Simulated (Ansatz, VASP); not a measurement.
# Al2Cu: VASP beside Ansatz

File INCAR:

```
SYSTEM = Al2Cu
ALGO = Normal
EDIFF = 1E-6
ENCUT = 520
GGA = PE
ISIF = 2
ISMEAR = -1
LASPH = .True.
LCHARG = .False.
LREAL = .False.
LWAVE = .False.
NBANDS = 26
NELM = 100
PREC = Accurate
SIGMA = 0.05
```

KPOINTS

```
k-points
0
Gamma
  7 7 7
  0 0 0
```

File POSCAR:

```
Al2Cu
1.0
   -3.0131403261      3.0131403261      2.4221337351
    3.0131403261     -3.0131403261      2.4221337351
    3.0131403261      3.0131403261     -2.4221337351
Cu Al
2 4
Direct
    0.2500000000      0.2500000000      0.0000000000
    0.7500000000      0.7500000000      0.0000000000
    0.3419000000      0.1581000000      0.5000000000
    0.8419000000      0.3419000000      0.1838000000
    0.6581000000      0.8419000000      0.5000000000
    0.1581000000      0.6581000000      0.8162000000
```

The input input.yaml:

```yaml
crystal:
  lattice:
    - [-3.0131403261, 3.0131403261, 2.4221337351]
    - [3.0131403261, -3.0131403261, 2.4221337351]
    - [3.0131403261, 3.0131403261, -2.4221337351]
  atoms:
    - { symbol: Cu, position: [0.25, 0.25, 0.0] }
    - { symbol: Cu, position: [0.75, 0.75, 0.0] }
    - { symbol: Al, position: [0.3419, 0.1581, 0.5] }
    - { symbol: Al, position: [0.8419, 0.3419, 0.1838] }
    - { symbol: Al, position: [0.6581, 0.8419, 0.5] }
    - { symbol: Al, position: [0.1581, 0.6581, 0.8162] }
hamiltonian:
  xc: pbe
  pseudopotentials: { kind: paw }
kpoints:
  mp_grid: { grid: [7, 7, 7] }
scf:
  occupations: { method: fermi_dirac, width: 0.05 }
output:
  forces: true
  stress: true
  eigenvalues: true
```

Alike in both runs: task single point; functional PBE; k mesh 7 × 7 × 7; occupations fermi-dirac, width 0.05 eV; no spin polarisation.

|  | VASP | Ansatz |
| --- | --- | --- |
| version | VASP 6.6.1 | Ansatz 0.2.0 |
| potentials or method | VASP PAW PBE potentials, release 64 (Cu, Al) | Ansatz PAW |
| plane-wave cutoff (eV) | 520 | 420 |
| valence electrons in the cell | 34 | 50 |

```tsv
	VASP	Ansatz	Ansatz less VASP
gap on the k mesh at the Fermi level (eV)	none	none	-
pressure (GPa)	2.0	1.8	-0.14
traceless stress, the component that is largest in VASP (GPa)	0.48	0.49	+0.009
rms of the force components (eV/Å)	0.006	0.004	-0.0018
```

Atom by atom the forces differ by 0.002 eV/Å (rms over components). A gap of «none» marks a metal or a gap that the smearing closes. The functional is the same, so the differences come from potentials, cutoffs and numerics. VASP's potentials hold 34 valence electrons a cell and Ansatz's 50, so a difference there can come from the potentials and not from the codes.
